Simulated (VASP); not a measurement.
# Cd (P6_3/mmc) in VASP: further runs

The runs below take Cd through single point, with LDA.

Everything below comes from runs of VASP 6.6.1. Logs are shortened: lines on timing, memory, paths and dates and some standing lists are left out, and cuts for length are marked.

### Step 1. The cell of the first run

It takes space group P6_3/mmc (No. 194, hexagonal). Conventional cell: a = 2.645 Å, b = 2.645 Å, c = 4.269 Å, α = 90.00°, β = 90.00°, γ = 120.00°. Within 3.5 Å of Cd (site symmetry -6m2) lie 12 Cd at 2.62 to 2.64 Å.

### Step 2. Single point, LDA (12.93 Å³/atom)

Contents of INCAR:

```
SYSTEM = Cd
PREC = Accurate
ENCUT = 520
EDIFF = 1E-6
ISMEAR = -1
SIGMA = 0.1
LREAL = .False.
LASPH = .True.
NELM = 60
ALGO = Normal
ISIF = 2
LWAVE = .False.
LCHARG = .False.
GGA = CA
NBANDS = 19
```

Contents of KPOINTS:

```
Automatic mesh
0
Gamma
  16 16 9
  0 0 0
```

Contents of POSCAR:

```
Cd
1.0
    2.6449509083      0.0000000000      0.0000000000
   -1.3224754542      2.2905946783      0.0000000000
    0.0000000000      0.0000000000      4.2693262179
Cd
2
Direct
    0.3333333333      0.6666666667      0.2500000000
    0.6666666667      0.3333333333      0.7500000000
```

Potentials or basis: VASP PAW LDA potentials, release 64 (Cd).

Launch:

```console
$ cat potpaw_LDA.64/Cd/POTCAR > POTCAR
$ mpirun -np 1 vasp_std > vasp.out
```

OUTCAR:

```text
SYSTEM = Cd
   PREC = Accurate
   ENCUT = 520
   EDIFF = 1E-6
   ISMEAR = -1
   LREAL = .False.
   LASPH = .True.
   NELM = 60
   ISIF = 2
   GGA = CA

 ion  position               nearest neighbor table
   1  0.333  0.667  0.250-   2 2.62   2 2.62   2 2.62   2 2.62   2 2.62   2 2.62   2 3.73   2 3.73
                             2 3.73   2 3.73   2 3.73   2 3.73
   2  0.667  0.333  0.750-   1 2.62   1 2.62   1 2.62   1 2.62   1 2.62   1 2.62   1 3.73   1 3.73
                             1 3.73   1 3.73   1 3.73   1 3.73

  LATTYP: Found a hexagonal cell.
 ALAT       =     2.6449509083
 C/A-ratio  =     1.6141419504

  Lattice vectors:

 A1 = (   2.6449509083,   0.0000000000,   0.0000000000)
 A2 = (  -1.3224754542,   2.2905946783,   0.0000000000)
 A3 = (   0.0000000000,   0.0000000000,   4.2693262179)

Analysis of symmetry for initial positions (statically):
=====================================================================
 Subroutine PRICEL returns:
 Original cell was already a primitive cell.

 Routine SETGRP: Setting up the symmetry group for a
 hexagonal supercell.

 Subroutine GETGRP returns: Found 24 space group operations
 (whereof 12 operations were pure point group operations)
 out of a pool of 24 trial point group operations.

The static configuration has the point symmetry D_3d.
 The point group associated with its full space group is D_6h.

Analysis of symmetry for dynamics (positions and initial velocities):
=====================================================================
 Subroutine PRICEL returns:
 Original cell was already a primitive cell.

 Routine SETGRP: Setting up the symmetry group for a
 hexagonal supercell.

 Subroutine GETGRP returns: Found 24 space group operations
 (whereof 12 operations were pure point group operations)
 out of a pool of 24 trial point group operations.

The dynamic configuration has the point symmetry D_3d.
 The point group associated with its full space group is D_6h.

 Subroutine INISYM returns: Found 24 space group operations
 (whereof 12 operations are pure point group operations),
 and found     1 'primitive' translations

----------------------------------------------------------------------------------------

                                     Primitive cell

  volume of cell :      25.8658

  direct lattice vectors                    reciprocal lattice vectors
     2.644950908  0.000000000  0.000000000     0.378078851  0.218283926  0.000000000
    -1.322475454  2.290594678  0.000000000     0.000000000  0.436567853  0.000000000
     0.000000000  0.000000000  4.269326218     0.000000000  0.000000000  0.234228997

  length of vectors
     2.644950908  2.644950908  4.269326218     0.436567853  0.436567853  0.234228997

  position of ions in fractional coordinates (direct lattice)
     0.333333333  0.666666667  0.250000000
     0.666666667  0.333333333  0.750000000

  ion indices of the primitive-cell ions
   primitive index   ion index
                 1           1
                 2           2

----------------------------------------------------------------------------------------

 KPOINTS: Automatic mesh

Automatic generation of k-mesh.
 Grid dimensions read from file:
 generate k-points for:   16   16    9

 Generating k-lattice:

  Cartesian coordinates                     Fractional coordinates (reciprocal lattice)
     0.023629928  0.013642745  0.000000000     0.062500000  0.000000000  0.000000000
     0.000000000  0.027285491  0.000000000     0.000000000  0.062500000  0.000000000
     0.000000000  0.000000000  0.026025444     0.000000000  0.000000000  0.111111111

  Length of vectors
     0.027285491  0.027285491  0.026025444

  Shift w.r.t. Gamma in fractional coordinates (k-lattice)
     0.000000000  0.000000000  0.000000000

 Subroutine IBZKPT returns following result:
 ===========================================

 Found    150 irreducible k-points:

 Following reciprocal coordinates:
            Coordinates               Weight
  0.000000  0.000000  0.000000      1.000000
  0.062500  0.000000  0.000000      6.000000
  0.125000  0.000000  0.000000      6.000000
  0.187500  0.000000  0.000000      6.000000
  0.250000  0.000000  0.000000      6.000000
  0.312500  0.000000  0.000000      6.000000
[... 16 lines left out ...]
  0.187500  0.187500  0.000000      6.000000
  0.250000  0.187500  0.000000     12.000000
 [... further k-points ...]
   k-points           NKPTS =    150   k-points in BZ     NKDIM =    150   number of bands    NBANDS=     19
   number of dos      NEDOS =    301   number of ions     NIONS =      2
   total plane-waves  NPLWV =  12800
   dimension x,y,z NGX =    20 NGY =   20 NGZ =   32
   dimension x,y,z NGXF=    40 NGYF=   40 NGZF=   64
   ions per type =               2
   NGX,Y,Z   is equivalent  to a cutoff of  12.57, 12.57, 12.46 a.u.
   NGXF,Y,Z  is equivalent  to a cutoff of  25.14, 25.14, 24.92 a.u.
 SYSTEM =  Cd
   PREC   = accura    normal or accurate (medium, high low for compatibility)
   ISTART =      0    job   : 0-new  1-cont  2-samecut
   ICHARG =      2    charge: 1-file 2-atom 10-const
   ISPIN  =      1    spin polarized calculation?
   LNONCOLLINEAR =      F non collinear calculations
   LSORBIT =      F    spin-orbit coupling
   LASPH  =      T    aspherical Exc in radial PAW
   ENCUT  =  520.0 eV  38.22 Ry    6.18 a.u.   4.92  4.92  7.94*2*pi/ulx,y,z
   NELM   =     60;   NELMIN=  2; NELMDL= -5     # of ELM steps
   EDIFF  = 0.1E-05   stopping-criterion for ELM
   LREAL  =      F    real-space projection
   EDIFFG = 0.1E-04   stopping-criterion for IOM
   NSW    =      0    number of steps for IOM
   IBRION =     -1    ionic relax: 0-MD 1-quasi-New 2-CG
   NFREE  =      0    steps in history (QN), initial steepest desc. (CG)
   ISIF   =      2    stress and relaxation
   ISYM   =      2    0-nonsym 1-usesym 2-fastsym
   POTIM  = 0.5000    time-step for ionic-motion
   TEBEG  =    0.0;   TEEND  =   0.0 temperature during run
   PSTRESS=    0.0 pullay stress
   NELECT =      24.0000    total number of electrons
   NUPDOWN=      -1.0000    fix difference up-down
   EMIN   =  10.00;   EMAX   =-10.00  energy-range for DOS
   EFERMI =   0.00;   METHOD = LEGACY
   ISMEAR =    -1;   SIGMA  =   0.10  broadening in eV -4-tet -1-fermi 0-gaus
   EFERMI_NEDOS =   21; number of points for ismear=-14 and -15
   IALGO  =     38    algorithm
   IMIX   =      4    mixing-type and parameters
     AMIX     =   0.40;   BMIX     =  1.00
     AMIX_MAG =   1.60;   BMIX_MAG =  1.00
  volume/ion in A,a.u.               =      12.93        87.28
  Fermi-wavevector in a.u.,A,eV,Ry     =   1.596750  3.017419 34.689545  2.549610
  Thomas-Fermi vector in A             =   2.694464
   LORBIT       =      0    0 simple, 1 ext, 2 COOP (PROOUT), +10 PAW based schemes
   GGA     = CA    functional components
   LHFCALC =     F    Hartree Fock is set to
   AEXX    =    0.0000 exact exchange contribution
   IVDW    =     0    specifies the selected vdW correction
   LEPSILON=     F    determine dielectric tensor
   LRPA    =     F    only Hartree local field effects (RPA)
 non-spin polarized calculation
  energy-cutoff  :      520.00
  volume of cell :       25.87
 maximum number of plane-waves:       711
 NGX is ok and might be reduce to    20
   NGX =  9   NGY =  9   NGZ = 15

 number of electron      24.0000011 magnetization

 Free energy of the ion-electron system (eV)
  ---------------------------------------------------
  ext. energy  EPLUGINS =         0.00000000
  ---------------------------------------------------
  free energy    TOTEN  =        -0.16451563 eV

  energy without entropy =       -0.15908974  energy(sigma->0) =       -0.16180269

 E-fermi :   8.7519     XC(G=0): -14.3715

 val. band max:        8.7203047494   @ k =   0.1875   0.0625   0.0000
 cond. band min:       8.7852016866   @ k =   0.3750   0.0000   0.0000
 fundamental gap:      0.0648969372
 Fermi energy:         8.7519134911

 k-point     1 :       0.0000    0.0000    0.0000
  band No.  band energies     occupation
      1      -5.9317      2.00000
      2      -5.3910      2.00000
      3      -3.5626      2.00000
      4      -3.4928      2.00000
      5      -3.4928      2.00000
      6      -3.1775      2.00000
[... 11 lines left out ...]
     18      25.7799      0.00000
     19      28.1054      0.00000

 k-point     2 :       0.0625    0.0000    0.0000
  band No.  band energies     occupation
      1      -5.8008      2.00000
      2      -5.3189      2.00000
      3      -3.6857      2.00000
      4      -3.4184      2.00000
      5      -3.3716      2.00000
      6      -3.2001      2.00000
[... 11 lines left out ...]
     18      26.1808      0.00000
     19      28.5582      0.00000

 k-point     3 :       0.1250    0.0000    0.0000
  band No.  band energies     occupation
      1      -5.4363      2.00000
      2      -5.1330      2.00000
      3      -3.8434      2.00000
      4      -3.2995      2.00000
      5      -3.2024      2.00000
      6      -3.1256      2.00000
[... 11 lines left out ...]
     18      26.3419      0.00000
     19      26.7932      0.00000

 k-point     4 :       0.1875    0.0000    0.0000
  band No.  band energies     occupation
      1      -5.0168      2.00000
      2      -4.8957      2.00000
      3      -3.9061      2.00000
      4      -3.4692      2.00000
      5      -3.3312      2.00000
      6      -3.1198      2.00000
[... 407 lines left out ...]
     18      21.5205      0.00000
     19      23.0629      0.00000

 k-point    23 :       0.1875    0.1875    0.0000
  band No.  band energies     occupation
      1      -4.5547      2.00000
      2      -4.5195      2.00000
      3      -4.3877      2.00000
      4      -3.6727      2.00000
      5      -3.6250      2.00000
      6      -3.1717      2.00000
[... 11 lines left out ...]
     18      22.8519      0.00000
     19      22.8621      0.00000

 k-point    24 :       0.2500    0.1875    0.0000
  band No.  band energies     occupation
      1      -4.6903      2.00000
      2      -4.6847      2.00000
      3      -4.4310      2.00000
      4      -3.7000      2.00000
      5      -3.4163      2.00000
      6      -2.9934      2.00000
[... 11 lines left out ...]
     18      20.9920      0.00000
     19      22.0400      0.00000

 [... further k-points ...]

------------------------ aborting loop because EDIFF is reached ----------------------------------------

  FORCE on cell =-STRESS in cart. coord.  units (eV):
  Direction    XX          YY          ZZ          XY          YZ          ZX
  --------------------------------------------------------------------------------------
  -------------------------------------------------------------------------------------
  Total       16.9589212     16.9589212     16.8925704     -0.0000000      0.0000000     -0.0000000
  in kB     1050.4698699   1050.4698699   1046.3599721     -0.0000000      0.0000000     -0.0000000
  external PRESSURE =    1049.0999040 kB  Pullay stress =       0.0000000 kB

 VOLUME and BASIS-vectors are now :
 -----------------------------------------------------------------------------
  energy-cutoff  :      520.00
  volume of cell :       25.87
      direct lattice vectors                 reciprocal lattice vectors
     2.644950908  0.000000000  0.000000000     0.378078851  0.218283926  0.000000000
    -1.322475454  2.290594678  0.000000000     0.000000000  0.436567853  0.000000000
     0.000000000  0.000000000  4.269326218     0.000000000  0.000000000  0.234228997

 POSITION                                       TOTAL-FORCE (eV/Angst)
 -----------------------------------------------------------------------------------
     -0.00000      1.52706      1.06733        -0.000000      0.000000      0.000000
      1.32248      0.76353      3.20199         0.000000     -0.000000      0.000000
 -----------------------------------------------------------------------------------
    total drift:                                0.000000     -0.000000      0.000000

  FREE ENERGIE OF THE ION-ELECTRON SYSTEM (eV)
  ---------------------------------------------------
  free  energy   TOTEN  =        -0.1645156283 eV

  energy  without entropy=       -0.1590897423  energy(sigma->0) =       -0.16180269
```

Wall time 19 s (1 thread of Intel Xeon 6975P-C (Granite Rapids), shared host); peak memory 0.17 GiB.

What came out:

| Quantity | Value |
| --- | --- |
| Free energy | -0.1645 eV |
| Pressure | 104.9 GPa |
| Band gap on the k mesh | zero (bands 12 and 13 overlap by 2.18 eV) |

Levels at points of the mesh, in eV from the Fermi level:
```tsv
k point	band 10	band 11	band 12	band 13	band 14	band 15
(0.00, 0.00, 0.00)	-10.17	-10.17	-5.73	-0.52	13.73	16.63
(0.50, 0.00, 0.00)	-9.84	-5.37	-3.49	3.40	3.43	6.81
```

Caveat: the cell stands under pressure.

### Step 3. Single point, LDA (12.93 Å³/atom)

Contents of INCAR:

```
ALGO = Normal
EDIFF = 1E-6
ENCUT = 520
GGA = CA
ISIF = 2
ISMEAR = -1
LASPH = T
LCHARG = F
LREAL = F
LWAVE = F
NBANDS = 19
NELM = 60
PREC = Accurate
SIGMA = 0.1
```

Contents of KPOINTS:

```
k-points
0
Gamma
  16 16 9
```

POSCAR is that of step 2.

Potentials or basis: VASP PAW LDA potentials, release 64 (Cd).

Launch:

```console
$ cat potpaw_LDA.64/Cd/POTCAR > POTCAR
$ mpirun -np 1 vasp_std > vasp.out
```

Run time: 19 s. Hardware: 1 thread of Intel Xeon 6975P-C (Granite Rapids), shared host; peak memory 0.16 GiB.

Results (log left out):

```yaml
Free_energy: -0.1645 eV
Pressure: 104.9 GPa
Band_gap_on_the_k_mesh: zero (bands 12 and 13 overlap by 2.18 eV)
```

Stress tensor (GPa, compression positive):
```
105.05   0.00   0.00
  0.00 105.05   0.00
  0.00   0.00 104.64
```

Levels at points of the mesh, in eV from the Fermi level:
```tsv
k point	band 10	band 11	band 12	band 13	band 14	band 15
(0.00, 0.00, 0.00)	-10.17	-10.17	-5.73	-0.52	13.73	16.63
(0.50, 0.00, 0.00)	-9.84	-5.37	-3.49	3.40	3.43	6.81
```

Caveat: the cell stands under pressure.

### Step 4. Single point, LDA (14.92 Å³/atom)

This run uses another cell than the first one, of 14.92 Å³/atom.

Contents of INCAR:

```
PREC     = Accurate       # precision mode
ENCUT    = 520            # plane-wave cutoff, eV
EDIFF    = 1E-6           # SCF threshold, eV
ISMEAR   = -1             # smearing method
SIGMA    = 0.1            # smearing width, eV
LREAL    = F              # projectors in reciprocal space
LASPH    = T              # aspherical terms in the spheres
NELM     = 60             # most SCF steps
ALGO     = Normal         # electronic algorithm
ISIF     = 2              # what is computed and relaxed
LWAVE    = F              # write WAVECAR
LCHARG   = T              # write CHGCAR
LELF     = T              # ELF
LVHAR    = T            
NBANDS   = 19             # bands
```

Contents of KPOINTS:

```
regular mesh
0
Gamma
  16 16 9
```

Contents of POSCAR:

```
Cd
1.0
    2.7726274203      0.0000000000      0.0000000000
   -1.3863137102      2.4011657812      0.0000000000
    0.0000000000      0.0000000000      4.4829041236
Cd
2
Direct
    0.3333333333      0.6666666667      0.2500000000
    0.6666666667      0.3333333333      0.7500000000
```

Potentials or basis: VASP PAW LDA potentials, release 64 (Cd).

Launch:

```console
$ cat potpaw_LDA.64/Cd/POTCAR > POTCAR
$ mpirun -np 1 vasp_std > vasp.out
```

OUTCAR:

```text
PREC = Accurate
   ENCUT = 520
   EDIFF = 1E-6
   ISMEAR = -1
   LREAL = F
   LASPH = T
   NELM = 60
   ISIF = 2

 ion  position               nearest neighbor table
   1  0.333  0.667  0.250-   2 2.75   2 2.75   2 2.75   2 2.75   2 2.75   2 2.75
   2  0.667  0.333  0.750-   1 2.75   1 2.75   1 2.75   1 2.75   1 2.75   1 2.75

  LATTYP: Found a hexagonal cell.
 ALAT       =     2.7726274203
 C/A-ratio  =     1.6168433201

  Lattice vectors:

 A1 = (   2.7726274203,   0.0000000000,   0.0000000000)
[... 716 lines left out ...]
------------------------ aborting loop because EDIFF is reached ----------------------------------------

  FORCE on cell =-STRESS in cart. coord.  units (eV):
  Direction    XX          YY          ZZ          XY          YZ          ZX
  --------------------------------------------------------------------------------------
  -------------------------------------------------------------------------------------
  Total        8.6857938      8.6857938      8.6999673     -0.0000000     -0.0000000      0.0000000
  in kB      466.2802135    466.2802134    467.0410891     -0.0000000     -0.0000000      0.0000000
  external PRESSURE =     466.5338387 kB  Pullay stress =       0.0000000 kB

 VOLUME and BASIS-vectors are now :
 -----------------------------------------------------------------------------
  energy-cutoff  :      520.00
  volume of cell :       29.85
      direct lattice vectors                 reciprocal lattice vectors
     2.772627420  0.000000000  0.000000000     0.360668726  0.208232186  0.000000000
    -1.386313710  2.401165781  0.000000000     0.000000000  0.416464372  0.000000000
     0.000000000  0.000000000  4.482904124     0.000000000  0.000000000  0.223069683

 POSITION                                       TOTAL-FORCE (eV/Angst)
 -----------------------------------------------------------------------------------
     -0.00000      1.60078      1.12073         0.000000      0.000000      0.000000
      1.38631      0.80039      3.36218        -0.000000     -0.000000      0.000000
 -----------------------------------------------------------------------------------
    total drift:                                0.000000     -0.000000      0.000000

  FREE ENERGIE OF THE ION-ELECTRON SYSTEM (eV)
  ---------------------------------------------------
  free  energy   TOTEN  =        -1.9586811546 eV

  energy  without entropy=       -1.9495429636  energy(sigma->0) =       -1.95411206
```

stdout:

```text
POSCAR found type information on POSCAR Cd
 POSCAR found :  1 types and       2 ions
 scaLAPACK will be used
 LDA part: xc-table for (Slater(with rela. corr.)+CA(PZ))
 , standard interpolation
 POSCAR, INCAR and KPOINTS ok, starting setup
 FFT: planning ... GRIDC
 FFT: planning ... GRID_SOFT
 FFT: planning ... GRID
 WAVECAR not read
 entering main loop
```

Wall time 22 s (1 thread of Intel Xeon 6975P-C (Granite Rapids), shared host); peak memory 0.19 GiB.

What came out:

* Free energy: -1.9587 eV
* Pressure: 46.7 GPa
* Band gap on the k mesh: zero (bands 12 and 13 overlap by 2.20 eV)

Caveat: the cell stands under pressure.
